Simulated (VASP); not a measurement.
# HfC (Fm-3m) in VASP: notebook

HfC is run at these levels: PBE+D4; tasks: single point.

Everything below comes from runs of VASP 6.6.1. Logs are shortened: lines on timing, memory, paths and dates and some standing lists are left out, and cuts for length are marked.

## 1. The cell of the first run

The structure is cubic, space group Fm-3m (No. 225). The conventional cell has a = 4.566 Å, b = 4.566 Å, c = 4.566 Å, α = 90.00°, β = 90.00°, γ = 90.00°. Hf (site symmetry m-3m) has 6 C at 2.28 Å within 3.0 Å. C (site symmetry m-3m) has 6 Hf at 2.28 Å within 3.0 Å.

## 2. Single point, PBE+D4 (volume scaled by 0.96)

The input, INCAR:

```
ALGO     = Normal         # electronic algorithm
EDIFF    = 1E-6           # SCF threshold, eV
ENCUT    = 520            # plane-wave cutoff, eV
GGA      = PE             # functional
ISIF     = 2              # what is computed and relaxed
ISMEAR   = 0              # smearing method
IVDW     = 13             # dispersion correction
LASPH    = True           # aspherical terms in the spheres
LCHARG   = False          # write CHGCAR
LREAL    = False          # projectors in reciprocal space
LWAVE    = False          # write WAVECAR
NBANDS   = 14             # bands
NELM     = 100            # most SCF steps
PREC     = Accurate       # precision mode
SIGMA    = 0.05           # smearing width, eV
```

The input, KPOINTS:

```
k-points
0
Gamma
  8 8 8
```

The input, POSCAR:

```
HfC
1.0
    0.0000000000      2.2828334817      2.2828334817
    2.2828334817      0.0000000000      2.2828334817
    2.2828334817      2.2828334817      0.0000000000
Hf C
1 1
Direct
    0.5000000000      0.5000000000      0.5000000000
    0.0000000000      0.0000000000      0.0000000000
```

Potentials or basis: VASP PAW PBE potentials, release 64 (Hf_pv, C).

Launch:

```sh
cat potpaw_PBE.64/Hf_pv/POTCAR potpaw_PBE.64/C/POTCAR > POTCAR
mpirun -np 1 vasp_std > vasp.out
```

OUTCAR:

```text
EDIFF = 1E-6
   ENCUT = 520
   GGA = PE
   ISIF = 2
   ISMEAR = 0
   IVDW = 13
   LASPH = True
   LREAL = False
   NELM = 100
   PREC = Accurate

 ion  position               nearest neighbor table
   1  0.500  0.500  0.500-   2 2.28   2 2.28   2 2.28   2 2.28   2 2.28   2 2.28
   2  0.000  0.000  0.000-   1 2.28   1 2.28   1 2.28   1 2.28   1 2.28   1 2.28

  LATTYP: Found a face centered cubic cell.
 ALAT       =     4.5656669634

  Lattice vectors:

 A1 = (   0.0000000000,   2.2828334817,   2.2828334817)
 A2 = (   2.2828334817,   0.0000000000,   2.2828334817)
 A3 = (   2.2828334817,   2.2828334817,   0.0000000000)

Analysis of symmetry for initial positions (statically):
=====================================================================
 Subroutine PRICEL returns:
 Original cell was already a primitive cell.

 Routine SETGRP: Setting up the symmetry group for a
 face centered cubic supercell.

 Subroutine GETGRP returns: Found 48 space group operations
 (whereof 48 operations were pure point group operations)
 out of a pool of 48 trial point group operations.

The static configuration has the point symmetry O_h .

Analysis of symmetry for dynamics (positions and initial velocities):
=====================================================================
 Subroutine PRICEL returns:
 Original cell was already a primitive cell.

 Routine SETGRP: Setting up the symmetry group for a
 face centered cubic supercell.

 Subroutine GETGRP returns: Found 48 space group operations
 (whereof 48 operations were pure point group operations)
 out of a pool of 48 trial point group operations.

The dynamic configuration has the point symmetry O_h .

 Subroutine INISYM returns: Found 48 space group operations
 (whereof 48 operations are pure point group operations),
 and found     1 'primitive' translations

----------------------------------------------------------------------------------------

                                     Primitive cell

  volume of cell :      23.7932

  direct lattice vectors                    reciprocal lattice vectors
     0.000000000  2.282833482  2.282833482    -0.219026050  0.219026050  0.219026050
     2.282833482  0.000000000  2.282833482     0.219026050 -0.219026050  0.219026050
     2.282833482  2.282833482  0.000000000     0.219026050  0.219026050 -0.219026050

  length of vectors
     3.228414070  3.228414070  3.228414070     0.379364247  0.379364247  0.379364247

  position of ions in fractional coordinates (direct lattice)
     0.500000000  0.500000000  0.500000000
     0.000000000  0.000000000  0.000000000

  ion indices of the primitive-cell ions
   primitive index   ion index
                 1           1
                 2           2

----------------------------------------------------------------------------------------

 KPOINTS: k-points

Automatic generation of k-mesh.
 Grid dimensions read from file:
 generate k-points for:    8    8    8

 Generating k-lattice:

  Cartesian coordinates                     Fractional coordinates (reciprocal lattice)
    -0.027378256  0.027378256  0.027378256     0.125000000  0.000000000  0.000000000
     0.027378256 -0.027378256  0.027378256     0.000000000  0.125000000  0.000000000
     0.027378256  0.027378256 -0.027378256     0.000000000  0.000000000  0.125000000

  Length of vectors
     0.047420531  0.047420531  0.047420531

  Shift w.r.t. Gamma in fractional coordinates (k-lattice)
     0.000000000  0.000000000  0.000000000

 Subroutine IBZKPT returns following result:
 ===========================================

 Found     29 irreducible k-points:

 Following reciprocal coordinates:
            Coordinates               Weight
  0.000000  0.000000  0.000000      1.000000
  0.125000  0.000000  0.000000      8.000000
  0.250000  0.000000  0.000000      8.000000
  0.375000  0.000000  0.000000      8.000000
  0.500000  0.000000  0.000000      4.000000
  0.125000  0.125000  0.000000      6.000000
[... 16 lines left out ...]
  0.500000  0.250000  0.125000     48.000000
 -0.375000  0.250000  0.125000     24.000000
 [... further k-points ...]
   k-points           NKPTS =     29   k-points in BZ     NKDIM =     29   number of bands    NBANDS=     14
   number of dos      NEDOS =    301   number of ions     NIONS =      2
   total plane-waves  NPLWV =  13824
   dimension x,y,z NGX =    24 NGY =   24 NGZ =   24
   dimension x,y,z NGXF=    48 NGYF=   48 NGZF=   48
   ions per type =               1   1
   NGX,Y,Z   is equivalent  to a cutoff of  12.36, 12.36, 12.36 a.u.
   NGXF,Y,Z  is equivalent  to a cutoff of  24.72, 24.72, 24.72 a.u.
 SYSTEM =  unknown system
   PREC   = accura    normal or accurate (medium, high low for compatibility)
   ISTART =      0    job   : 0-new  1-cont  2-samecut
   ICHARG =      2    charge: 1-file 2-atom 10-const
   ISPIN  =      1    spin polarized calculation?
   LNONCOLLINEAR =      F non collinear calculations
   LSORBIT =      F    spin-orbit coupling
   LASPH  =      T    aspherical Exc in radial PAW
   ENCUT  =  520.0 eV  38.22 Ry    6.18 a.u.   6.00  6.00  6.00*2*pi/ulx,y,z
   NELM   =    100;   NELMIN=  2; NELMDL= -5     # of ELM steps
   EDIFF  = 0.1E-05   stopping-criterion for ELM
   LREAL  =      F    real-space projection
   EDIFFG = 0.1E-04   stopping-criterion for IOM
   NSW    =      0    number of steps for IOM
   IBRION =     -1    ionic relax: 0-MD 1-quasi-New 2-CG
   NFREE  =      0    steps in history (QN), initial steepest desc. (CG)
   ISIF   =      2    stress and relaxation
   ISYM   =      2    0-nonsym 1-usesym 2-fastsym
   POTIM  = 0.5000    time-step for ionic-motion
   TEBEG  =    0.0;   TEEND  =   0.0 temperature during run
   PSTRESS=    0.0 pullay stress
   NELECT =      14.0000    total number of electrons
   NUPDOWN=      -1.0000    fix difference up-down
   EMIN   =  10.00;   EMAX   =-10.00  energy-range for DOS
   EFERMI =   0.00;   METHOD = LEGACY
   ISMEAR =     0;   SIGMA  =   0.05  broadening in eV -4-tet -1-fermi 0-gaus
   EFERMI_NEDOS =   21; number of points for ismear=-14 and -15
   IALGO  =     38    algorithm
   IMIX   =      4    mixing-type and parameters
     AMIX     =   0.40;   BMIX     =  1.00
     AMIX_MAG =   1.60;   BMIX_MAG =  1.00
  volume/ion in A,a.u.               =      11.90        80.28
  Fermi-wavevector in a.u.,A,eV,Ry     =   1.371829  2.592381 25.605001  1.881914
  Thomas-Fermi vector in A             =   2.497491
   LORBIT       =      0    0 simple, 1 ext, 2 COOP (PROOUT), +10 PAW based schemes
   GGA     = PE    functional components
   LHFCALC =     F    Hartree Fock is set to
   AEXX    =    0.0000 exact exchange contribution
   IVDW    =    13    specifies the selected vdW correction
   LEPSILON=     F    determine dielectric tensor
   LRPA    =     F    only Hartree local field effects (RPA)
 non-spin polarized calculation
 Gauss-broadening in eV      SIGMA  =   0.05
  energy-cutoff  :      520.00
  volume of cell :       23.79
 maximum number of plane-waves:       652
   NGX = 13   NGY = 13   NGZ = 13

 number of electron      14.0000000 magnetization

 Free energy of the ion-electron system (eV)
  ---------------------------------------------------
  ext. energy  EPLUGINS =         0.00000000
  ---------------------------------------------------
  free energy    TOTEN  =       -20.98636161 eV

  energy without entropy =      -20.98545793  energy(sigma->0) =      -20.98590977

 E-fermi :   6.3328     XC(G=0): -12.5588

 val. band max:        6.1465957283   @ k =   0.3750   0.3750   0.0000
 cond. band min:       6.3475055399   @ k =   0.1250   0.1250   0.0000
 fundamental gap:      0.2009098117
 Fermi energy:         6.3327950505

 k-point     1 :       0.0000    0.0000    0.0000
  band No.  band energies     occupation
      1     -22.9195      2.00000
      2     -22.9195      2.00000
      3     -22.9195      2.00000
      4      -6.2030      2.00000
      5       7.4146      0.00000
      6       7.4146      0.00000
      7       7.4146      0.00000
      8       7.7888      0.00000
      9       7.7888      0.00000
     10       7.7888      0.00000
     11       9.9467      0.00000
     12       9.9467      0.00000
     13      13.8769      0.00000
     14      17.5442      0.00000

 k-point     2 :       0.1250    0.0000    0.0000
  band No.  band energies     occupation
      1     -23.0502      2.00000
      2     -22.9317      2.00000
      3     -22.9317      2.00000
      4      -5.7818      2.00000
      5       5.5394      2.00000
      6       6.0275      2.00000
      7       6.0275      2.00000
      8       8.3838      0.00000
      9       8.3838      0.00000
     10       8.7780      0.00000
     11      11.6032      0.00000
     12      11.6032      0.00000
     13      14.6741      0.00000
     14      18.6796      0.00000

 k-point     3 :       0.2500    0.0000    0.0000
  band No.  band energies     occupation
      1     -23.3518      2.00000
      2     -22.9607      2.00000
      3     -22.9607      2.00000
      4      -4.6574      2.00000
      5       3.2565      2.00000
      6       4.5109      2.00000
      7       4.5109      2.00000
      8       9.5144      0.00000
      9       9.5594      0.00000
     10       9.5594      0.00000
     11      14.3598      0.00000
     12      14.3598      0.00000
     13      15.9941      0.00000
     14      20.4543      0.00000

 k-point     4 :       0.3750    0.0000    0.0000
  band No.  band energies     occupation
      1     -23.6363      2.00000
      2     -22.9895      2.00000
      3     -22.9895      2.00000
      4      -3.1704      2.00000
      5       1.1989      2.00000
      6       3.5390      2.00000
      7       3.5390      2.00000
      8      10.7573      0.00000
      9      11.1236      0.00000
     10      11.1236      0.00000
     11      15.3392      0.00000
     12      17.0158      0.00000
     13      17.0158      0.00000
     14      20.4382      0.00000

 k-point     5 :       0.5000    0.0000    0.0000
  band No.  band energies     occupation
      1     -23.7498      2.00000
      2     -23.0013      2.00000
      3     -23.0013      2.00000
      4      -2.1210      2.00000
      5      -0.0076      2.00000
      6       3.2080      2.00000
      7       3.2080      2.00000
      8      12.0249      0.00000
      9      12.0249      0.00000
     10      12.5247      0.00000
     11      13.2138      0.00000
[... 276 lines left out ...]
 k-point    22 :       0.3750    0.2500    0.1250
  band No.  band energies     occupation
      1     -23.4100      2.00000
      2     -23.1164      2.00000
      3     -23.0066      2.00000
      4      -4.0874      2.00000
      5       2.3177      2.00000
      6       4.4653      2.00000
      7       4.5105      2.00000
      8       8.0159      0.00000
      9      11.6241      0.00000
     10      11.6864      0.00000
     11      12.6500      0.00000
     12      15.3527      0.00000
     13      18.2091      0.00000
     14      20.4476      0.00000

 k-point    23 :       0.5000    0.2500    0.1250
  band No.  band energies     occupation
      1     -23.5607      2.00000
      2     -23.1970      2.00000
      3     -23.0486      2.00000
      4      -3.2403      2.00000
      5       1.5801      2.00000
      6       3.6794      2.00000
      7       4.0221      2.00000
      8       9.0980      0.00000
      9      12.1231      0.00000
     10      12.4317      0.00000
     11      14.2085      0.00000
     12      16.2451      0.00000
     13      18.7402      0.00000
     14      20.1587      0.00000

 k-point    24 :      -0.3750    0.2500    0.1250
  band No.  band energies     occupation
      1     -23.6253      2.00000
      2     -23.2186      2.00000
      3     -23.0738      2.00000
      4      -2.8458      2.00000
      5       1.2275      2.00000
      6       3.5396      2.00000
      7       3.7692      2.00000
      8      10.4598      0.00000
      9      10.8110      0.00000
     10      12.8014      0.00000
     11      15.8592      0.00000
     12      16.5439      0.00000
     13      17.9706      0.00000
     14      20.3314      0.00000

 [... further k-points ...]

------------------------ aborting loop because EDIFF is reached ----------------------------------------

  DFT-D4 for vdW energy calculation

  Edisp (eV):   -0.53104

  FORCE on cell =-STRESS in cart. coord.  units (eV):
  Direction    XX          YY          ZZ          XY          YZ          ZX
  --------------------------------------------------------------------------------------
  -------------------------------------------------------------------------------------
  Total       1.50673     1.50673     1.50673     0.00000    -0.00000     0.00000
  in kB     101.45985   101.45985   101.45985     0.00000    -0.00000     0.00000
  external pressure =      101.46 kB  Pullay stress =        0.00 kB

 VOLUME and BASIS-vectors are now :
 -----------------------------------------------------------------------------
  energy-cutoff  :      520.00
  volume of cell :       23.79
      direct lattice vectors                 reciprocal lattice vectors
     0.000000000  2.282833482  2.282833482    -0.219026050  0.219026050  0.219026050
     2.282833482  0.000000000  2.282833482     0.219026050 -0.219026050  0.219026050
     2.282833482  2.282833482  0.000000000     0.219026050  0.219026050 -0.219026050

 POSITION                                       TOTAL-FORCE (eV/Angst)
 -----------------------------------------------------------------------------------
      2.28283      2.28283      2.28283         0.000000      0.000000      0.000000
      0.00000      0.00000      0.00000        -0.000000      0.000000      0.000000
 -----------------------------------------------------------------------------------
    total drift:                                0.000000     -0.000000      0.000000

  FREE ENERGIE OF THE ION-ELECTRON SYSTEM (eV)
  ---------------------------------------------------
  free  energy   TOTEN  =       -21.5173992436 eV

  energy  without entropy=      -21.5164955577  energy(sigma->0) =      -21.51694740
```

Wall time 6.5 s (1 thread of Intel Xeon 6975P-C, shared host); peak memory 0.14 GiB.

Results:

```yaml
Free_energy: -21.5174 eV
Pressure: 10.1 GPa
Band_gap_on_the_k_mesh: zero (band 7 reaches 7.41 eV, above the bottom of band 8 at 5.95 eV)
Dispersion_energy_per_atom: -0.266 eV
```

Levels at points of the mesh, in eV from the Fermi level:
| k point | band 4 | band 5 | band 6 | band 7 | band 8 | band 9 | band 10 | band 11 |
| --- | --- | --- | --- | --- | --- | --- | --- | --- |
| (0.00, 0.00, 0.00) | -12.54 | 1.08 | 1.08 | 1.08 | 1.46 | 1.46 | 1.46 | 3.61 |
| (0.50, 0.00, 0.00) | -8.45 | -6.34 | -3.12 | -3.12 | 5.69 | 5.69 | 6.19 | 6.88 |
| (0.50, 0.50, 0.00) | -10.61 | -2.47 | -1.92 | 0.02 | 0.02 | 5.69 | 7.24 | 7.24 |

Caveat: the cell differs from its parent crystal (volume scaled by 0.96); spin-orbit coupling is left out, which moves the levels of the heavy elements; pairwise dispersion overbinds metals, which lowers pressure and volume.

## 3. Single point, PBE+D4

This run uses another cell than the first one, of 12.57 Å³/atom, 1.056 times its volume.

The input, INCAR:

```
SYSTEM = HfC
PREC = Accurate
ENCUT = 520
EDIFF = 1E-6
ISMEAR = 0
SIGMA = 0.05
LREAL = .FALSE.
LASPH = .TRUE.
NELM = 80
ALGO = Normal
ISIF = 2
LWAVE = .FALSE.
LCHARG = .TRUE.
GGA = PE
IVDW = 13
LELF = .TRUE.
LVHAR = .TRUE.
NBANDS = 14
```

The input, KPOINTS:

```
Automatic mesh
0
G
  8 8 8
  0 0 0
```

The input, POSCAR:

```
HfC
1.0
    0.0000000000      2.3250013489      2.3250013489
    2.3250013489      0.0000000000      2.3250013489
    2.3250013489      2.3250013489      0.0000000000
Hf C
1 1
Direct
    0.5000000000      0.5000000000      0.5000000000
    0.0000000000      0.0000000000      0.0000000000
```

Potentials or basis: VASP PAW PBE potentials, release 64 (Hf_pv, C).

Launch:

```sh
cat potpaw_PBE.64/Hf_pv/POTCAR potpaw_PBE.64/C/POTCAR > POTCAR
mpirun -np 1 vasp_std > vasp.out
```

OUTCAR:

```text
SYSTEM = HfC
   PREC = Accurate
   ENCUT = 520
   EDIFF = 1E-6
   ISMEAR = 0
   LREAL = .FALSE.
   LASPH = .TRUE.
   NELM = 80
   ISIF = 2
   GGA = PE
   IVDW = 13

 ion  position               nearest neighbor table
   1  0.500  0.500  0.500-   2 2.33   2 2.33   2 2.33   2 2.33   2 2.33   2 2.33
   2  0.000  0.000  0.000-   1 2.33   1 2.33   1 2.33   1 2.33   1 2.33   1 2.33

  LATTYP: Found a face centered cubic cell.
 ALAT       =     4.6500026978

  Lattice vectors:

 A1 = (   0.0000000000,   2.3250013489,   2.3250013489)
 A2 = (   2.3250013489,   0.0000000000,   2.3250013489)
 A3 = (   2.3250013489,   2.3250013489,   0.0000000000)
[... 593 lines left out ...]

  DFT-D4 for vdW energy calculation

  Edisp (eV):   -0.49958

  FORCE on cell =-STRESS in cart. coord.  units (eV):
  Direction    XX          YY          ZZ          XY          YZ          ZX
  --------------------------------------------------------------------------------------
  -------------------------------------------------------------------------------------
  Total      -0.61779    -0.61779    -0.61779     0.00000     0.00000     0.00000
  in kB     -39.37777   -39.37777   -39.37777     0.00000     0.00000     0.00000
  external pressure =      -39.38 kB  Pullay stress =        0.00 kB

 VOLUME and BASIS-vectors are now :
 -----------------------------------------------------------------------------
  energy-cutoff  :      520.00
  volume of cell :       25.14
      direct lattice vectors                 reciprocal lattice vectors
     0.000000000  2.325001349  2.325001349    -0.215053639  0.215053639  0.215053639
     2.325001349  0.000000000  2.325001349     0.215053639 -0.215053639  0.215053639
     2.325001349  2.325001349  0.000000000     0.215053639  0.215053639 -0.215053639

 POSITION                                       TOTAL-FORCE (eV/Angst)
 -----------------------------------------------------------------------------------
      2.32500      2.32500      2.32500        -0.000000     -0.000000      0.000000
      0.00000      0.00000      0.00000         0.000000      0.000000      0.000000
 -----------------------------------------------------------------------------------
    total drift:                                0.000000     -0.000000      0.000000

  FREE ENERGIE OF THE ION-ELECTRON SYSTEM (eV)
  ---------------------------------------------------
  free  energy   TOTEN  =       -21.5412826197 eV

  energy  without entropy=      -21.5407803687  energy(sigma->0) =      -21.54103149
```

It took 7.6 s on 1 thread of Intel Xeon 6975P-C, shared host; peak memory 0.14 GiB.

Results:

```yaml
Free_energy: -21.5413 eV
Pressure: -3.9 GPa
Band_gap_on_the_k_mesh: zero (band 7 reaches 6.96 eV, above the bottom of band 8 at 5.53 eV)
Dispersion_energy_per_atom: -0.250 eV
```

Levels at points of the mesh, in eV from the Fermi level:
```csv
k point,band 5,band 6,band 7,band 8,band 9,band 10
"(0.00, 0.00, 0.00)",1.07,1.07,1.07,1.45,1.45,1.45
"(0.50, 0.00, 0.00)",-6.07,-2.92,-2.92,5.38,5.38,5.84
"(0.50, 0.50, 0.00)",-2.52,-1.71,-0.03,-0.03,5.37,6.80
```

Caveat: spin-orbit coupling is left out, which moves the levels of the heavy elements; pairwise dispersion overbinds metals, which lowers pressure and volume.

(Part 1 of 2 ends here.)
